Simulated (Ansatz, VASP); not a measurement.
# SnO: VASP beside Ansatz

```
Sn O
1.0
     3.82015    0.00030    0.00000
    -0.00031    3.82015    0.00000
     0.00000    0.00000   22.22607
Sn O
4 4
Direct
  0.99995 0.99995 0.20246
  0.49995 0.49995 0.30878
  0.83328 0.49995 0.52025
  0.33328 0.99995 0.62656
  0.99995 0.49995 0.25562
  0.49995 0.99995 0.25562
  0.83328 0.99994 0.57341
  0.33328 0.49994 0.57341
```

Alike in both runs: task single point; functional PBE; dispersion D3(BJ); k mesh 7 × 7 × 1; occupations gaussian, width 0.05 eV; no spin polarisation.

|  | VASP | Ansatz |
| --- | --- | --- |
| version | VASP 6.6.1 | Ansatz 0.2.0 |
| potentials or method | VASP PAW PBE potentials, release 64 (Sn_d, O), cutoff 520 eV | scalar-relativistic, plane waves, PAW |
| valence electrons in the cell | 80 | 80 |

|  | VASP | Ansatz | Ansatz less VASP |
| --- | --- | --- | --- |
| gap on the k mesh at the Fermi level (eV) | 2.64 | 2.69 | +0.043 |
| least direct gap on the mesh (eV) | 2.67 | 2.71 | +0.041 |
| rms of the force components (eV/Å) | 0.048 | 0.013 | -0.0346 |

Ansatz's warnings: structure snapped to symmetry.
